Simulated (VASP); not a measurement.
# Si in VASP: further runs, part 2 of 2

VASP 6.6.1. Earlier steps stand in the parts before.

## 3. Single point, PBE

Contents of INCAR:

```
SYSTEM = Si
ALGO = Normal
EDIFF = 1E-7
ENCUT = 520
GGA = PE
ISIF = 2
ISMEAR = 0
LASPH = .True.
LCHARG = .True.
LELF = .True.
LREAL = .False.
LVHAR = .True.
LWAVE = .False.
NBANDS = 11
NELM = 80
PREC = Accurate
SIGMA = 0.1
```

Contents of KPOINTS:

```
k-points
0
Gamma
  6 6 6
  0 0 0
```

Contents of POSCAR:

```
Si
1.0
    1.9338560778      1.1165123271      3.1616123959
   -1.9338560778      1.1165123271      3.1616123959
    0.0000000000     -2.2330246541      3.1616123959
Si
2
Direct
    0.6249069302      0.6249069302      0.6249069302
    0.3750930698      0.3750930698      0.3750930698
```

Potentials or basis: VASP PAW PBE potentials, release 64 (Si).

Command:

```bash
cat potpaw_PBE.64/Si/POTCAR > POTCAR
mpirun -np 1 vasp_std > vasp.out
```

OUTCAR:

```text
SYSTEM = Si
   EDIFF = 1E-7
   ENCUT = 520
   GGA = PE
   ISIF = 2
   ISMEAR = 0
   LASPH = .True.
   LREAL = .False.
   NELM = 80
   PREC = Accurate

 ion  position               nearest neighbor table
   1  0.625  0.625  0.625-   2 2.37   2 2.37   2 2.37   2 2.37
   2  0.375  0.375  0.375-   1 2.37   1 2.37   1 2.37   1 2.37

  LATTYP: Found a trigonal (rhomboedric) cell.
 ALAT       =     3.8706836668
 COS(alpha) =     0.5007674021

  Lattice vectors:

 A1 = (   1.9338560778,   1.1165123271,   3.1616123959)
 A2 = (  -1.9338560778,   1.1165123271,   3.1616123959)
 A3 = (   0.0000000000,  -2.2330246541,   3.1616123959)

Analysis of symmetry for initial positions (statically):
=====================================================================
 Subroutine PRICEL returns:
 Original cell was already a primitive cell.

 Routine SETGRP: Setting up the symmetry group for a
 trigonal (rhombohedral) supercell.

 Subroutine GETGRP returns: Found 12 space group operations
 (whereof 12 operations were pure point group operations)
 out of a pool of 12 trial point group operations.

The static configuration has the point symmetry D_3d.

Analysis of symmetry for dynamics (positions and initial velocities):
=====================================================================
 Subroutine PRICEL returns:
 Original cell was already a primitive cell.

 Routine SETGRP: Setting up the symmetry group for a
 trigonal (rhombohedral) supercell.

 Subroutine GETGRP returns: Found 12 space group operations
 (whereof 12 operations were pure point group operations)
 out of a pool of 12 trial point group operations.

The dynamic configuration has the point symmetry D_3d.

 Subroutine INISYM returns: Found 12 space group operations
 (whereof 12 operations are pure point group operations),
 and found     1 'primitive' translations

----------------------------------------------------------------------------------------

                                     Primitive cell

  volume of cell :      40.9588

[... 117 lines left out ...]
   LEPSILON=     F    determine dielectric tensor
   LRPA    =     F    only Hartree local field effects (RPA)
 non-spin polarized calculation
 Gauss-broadening in eV      SIGMA  =   0.10
  energy-cutoff  :      520.00
  volume of cell :       40.96
 maximum number of plane-waves:      1117
 NGX is ok and might be reduce to    30
   NGX = 15   NGY = 15   NGZ = 15

 number of electron       8.0000000 magnetization

 Free energy of the ion-electron system (eV)
  ---------------------------------------------------
  ext. energy  EPLUGINS =         0.00000000
  ---------------------------------------------------
  free energy    TOTEN  =       -10.82631452 eV

  energy without entropy =      -10.82631452  energy(sigma->0) =      -10.82631452

 E-fermi :   5.9757     XC(G=0):  -9.3157

 val. band max:        5.6126798896   @ k =   0.0000   0.0000   0.0000
 cond. band min:       6.3520029371   @ k =   0.5000   0.5000  -0.0000
 fundamental gap:      0.7393230474
 Fermi energy:         5.9756842449

 k-point     1 :       0.0000    0.0000    0.0000
  band No.  band energies     occupation
      1      -6.1976      2.00000
      2       5.5955      2.00000
      3       5.6127      2.00000
      4       5.6127      2.00000
      5       8.1539      0.00000
      6       8.1627      0.00000
      7       8.1627      0.00000
      8       8.7222      0.00000
      9      13.3112      0.00000
     10      13.3112      0.00000
     11      13.4776      0.00000
[... 309 lines left out ...]
 k-point    24 :      -0.3333    0.5000    0.1667
  band No.  band energies     occupation
      1      -2.0231      2.00000
      2      -2.0207      2.00000
      3       2.0483      2.00000
      4       2.0547      2.00000
      5       8.3475      0.00000
      6       8.3649      0.00000
      7      12.2758      0.00000
      8      12.2973      0.00000
      9      16.0440      0.00000
     10      16.0450      0.00000
     11      18.3865      0.00000

 [... further k-points ...]

------------------------ aborting loop because EDIFF is reached ----------------------------------------

  FORCE on cell =-STRESS in cart. coord.  units (eV):
  Direction    XX          YY          ZZ          XY          YZ          ZX
  --------------------------------------------------------------------------------------
  -------------------------------------------------------------------------------------
  Total       -0.0151164     -0.0151164     -0.0459373      0.0000000     -0.0000000      0.0000000
  in kB       -0.5913039     -0.5913039     -1.7969190      0.0000000     -0.0000000      0.0000000
  external PRESSURE =      -0.9931756 kB  Pullay stress =       0.0000000 kB

 VOLUME and BASIS-vectors are now :
 -----------------------------------------------------------------------------
  energy-cutoff  :      520.00
  volume of cell :       40.96
      direct lattice vectors                 reciprocal lattice vectors
     1.933856078  1.116512327  3.161612396     0.258550781  0.149274363  0.105431435
    -1.933856078  1.116512327  3.161612396    -0.258550781  0.149274363  0.105431435
     0.000000000 -2.233024654  3.161612396     0.000000000 -0.298548726  0.105431435

 POSITION                                       TOTAL-FORCE (eV/Angst)
 -----------------------------------------------------------------------------------
      0.00000      0.00000      5.92714         0.000000      0.000000      0.011347
      0.00000      0.00000      3.55770         0.000000     -0.000000     -0.011347
 -----------------------------------------------------------------------------------
    total drift:                               -0.000000     -0.000000     -0.000000

  FREE ENERGIE OF THE ION-ELECTRON SYSTEM (eV)
  ---------------------------------------------------
  free  energy   TOTEN  =       -10.8263145181 eV

  energy  without entropy=      -10.8263145158  energy(sigma->0) =      -10.82631452
```

It took 12 s on 1 thread of AMD EPYC 7R13 (Zen 3), shared host; peak memory 0.13 GiB.

What came out:

```yaml
Free_energy: -10.8263 eV
Pressure: -0.1 GPa
Largest_force: 0.011 eV/Å
Band_gap_on_the_k_mesh: 0.74 eV (least direct gap 2.54 eV)
```

Forces on the atoms (eV/Å):
```
Si   0.000  0.000  0.011
Si   0.000  0.000 -0.011
```

Stress tensor (GPa, compression positive):
```
-0.06  0.00  0.00
 0.00 -0.06  0.00
 0.00  0.00 -0.18
```

## 4. Relaxation of cell and atoms, PBE

Contents of INCAR:

```
SYSTEM = Si
ALGO = Normal ; EDIFF = 1E-6
EDIFFG = -0.01 ; ENCUT = 600
GGA = PE ; IBRION = 2
ISIF = 3 ; ISMEAR = 0
LASPH = .True. ; LCHARG = .False.
LREAL = .False. ; LWAVE = .False.
NELM = 100 ; NSW = 100
PREC = Accurate ; SIGMA = 0.02
```

Contents of KPOINTS:

```
k-points
0
Gamma
  8 8 8
  0 0 0
```

Contents of POSCAR:

```
Si
1.0
    0.0000000000      2.7359362824      2.7359362824
    2.7359362824      0.0000000000      2.7359362824
    2.7359362824      2.7359362824      0.0000000000
Si
2
Direct
    0.2500000000      0.2500000000      0.2500000000
    0.0000000000      0.0000000000      0.0000000000
```

Command:

```bash
cat potpaw_PBE.64/Si/POTCAR > POTCAR
mpirun -np 1 vasp_std > vasp.out
```

Run time: 13 s. Hardware: 1 thread of AMD EPYC 7R13 (Zen 3), shared host; peak memory 0.14 GiB.

It converged, with:

- Free energy: -10.8462 eV
- Relaxed volume: 20.44 Å³/atom
- Relaxed cell: a = 3.867 Å, b = 3.867 Å, c = 3.867 Å, α = 60.00°, β = 60.00°, γ = 60.00°
- Space group after relaxing (to 0.1 Å): Fd-3m (No. 227)
- Energy gained by relaxing: 0.0 meV/atom
- Ionic steps: 3
- Pressure after relaxing: 0.0 GPa
- Band gap on the k mesh: 0.65 eV (least direct gap 2.56 eV)

Final structure:
```
Si
1.0
     0.00000    2.73435    2.73435
     2.73435    0.00000    2.73435
     2.73435    2.73435    0.00000
Si
2
Direct
  0.25000 0.25000 0.25000
  0.00000 0.00000 0.00000
```

Levels at points of the mesh, in eV from the valence-band top:
```tsv
k point	band 2	band 3	band 4	band 5	band 6	band 7
(0.00, 0.00, 0.00)	0.00	0.00	0.00	2.56	2.56	2.56
(0.50, 0.00, 0.00)	-6.87	-1.18	-1.18	1.47	3.35	3.35
(0.50, 0.50, 0.00)	-7.75	-2.79	-2.79	0.75	0.75	9.94
```

A k mesh can miss the band edges.

## 5. Summary

```csv
task,cell,k mesh,cutoff (eV),smearing,gap on the mesh (eV),pressure (GPa)
single point,"a = 3.868 Å, angles 60.0°, 2 atoms",8 × 8 × 8,520,gaussian 0.02 eV,0.65,-0.1
single point,"a = 3.871 Å, angles 59.9°, 2 atoms",6 × 6 × 6,520,gaussian 0.1 eV,0.74,-0.1
relaxation of cell and atoms,"relaxed from a = 3.869 Å, angles 60.0°, 2 atoms",8 × 8 × 8,600,gaussian 0.02 eV,0.65,0.0
```

Alike in all rows: level PBE; potentials or basis VASP PAW PBE potentials, release 64 (Si); no spin polarisation.

Total energies depend on the potentials used, so only differences within one code and one set of settings carry meaning.
